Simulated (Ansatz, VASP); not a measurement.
Si3N4 in VASP and in Ansatz

The input INCAR:

```
ALGO = Normal
EDIFF = 1E-7
EDIFFG = -0.01
ENCUT = 600
GGA = PS
IBRION = 2
ISIF = 3
ISMEAR = -1
IVDW = 12
LASPH = True
LCHARG = False
LREAL = False
LWAVE = False
NELM = 60
NSW = 60
PREC = Accurate
SIGMA = 0.05
```

The input KPOINTS:

```
k-points
0
Gamma
  7 7 7
```

Contents of POSCAR:

```
Si3N4
1.0
    4.1307800000      0.0000000000      0.0000000000
    0.0000000000      4.1307800000      0.0000000000
    0.0000000000      0.0000000000      4.1307800000
Si N
3 4
Direct
    0.0000000000      0.0000000000      0.5000000000
    0.5000000000      0.0000000000      0.0000000000
    0.0000000000      0.5000000000      0.0000000000
    0.2395200000      0.2395200000      0.7604800000
    0.7604800000      0.7604800000      0.7604800000
    0.2395200000      0.7604800000      0.2395200000
    0.7604800000      0.2395200000      0.2395200000
```

input.yaml

```yaml
crystal:
  lattice:
    - [4.13078, 0.0, 0.0]
    - [0.0, 4.13078, 0.0]
    - [0.0, 0.0, 4.13078]
  atoms:
    - { symbol: Si, position: [0.0, 0.0, 0.5] }
    - { symbol: Si, position: [0.5, 0.0, 0.0] }
    - { symbol: Si, position: [0.0, 0.5, 0.0] }
    - { symbol: "N", position: [0.23952, 0.23952, 0.76048] }
    - { symbol: "N", position: [0.76048, 0.76048, 0.76048] }
    - { symbol: "N", position: [0.23952, 0.76048, 0.23952] }
    - { symbol: "N", position: [0.76048, 0.23952, 0.23952] }
hamiltonian:
  xc: pbesol
  pseudopotentials: { kind: paw }
  dispersion: d3bj
kpoints:
  mp_grid: { grid: [7, 7, 7] }
scf:
  occupations: { method: fermi_dirac, width: 0.05 }
output:
  forces: true
  stress: true
  eigenvalues: true
  write_density: true
  write_potential: true
  elf: true
  volumetric_format: npy
relax:
  f_tol: 0.01
  max_steps: 40
  cell: { stress_tol: 0.05 }
```

Alike in both runs: task relaxation of cell and atoms; functional PBEsol; dispersion D3(BJ); k mesh 7 × 7 × 7; occupations fermi-dirac, width 0.05 eV; no spin polarisation.

|  | VASP | Ansatz |
| --- | --- | --- |
| version | VASP 6.6.1 | Ansatz 0.2.0 |
| potentials or method | VASP PAW PBE potentials, release 64 (Si, N) | Ansatz PAW |
| plane-wave cutoff (eV) | 600 | 420 |
| valence electrons in the cell | 32 | 32 |

|  | VASP | Ansatz | Ansatz less VASP |
| --- | --- | --- | --- |
| gap on the k mesh at the Fermi level, each at its own relaxed structure (eV) | 2.60 | 2.62 | +0.016 |
| relaxed volume (Å³/atom) | 9.73 | 9.72 | -0.007 |
| relaxed cell length with the largest relative difference (Å) | 4.084 | 4.082 | -0.0010 |

VASP's potentials were made for PBE, not for PBEsol.

Noted on Ansatz's run: odd divisions of the mesh miss points on the zone boundary, where band edges often lie, so the gap on the mesh can be too wide; the plane-wave basis is chosen anew once the cell has moved, so the energies of steps on either side of that aren't comparable.
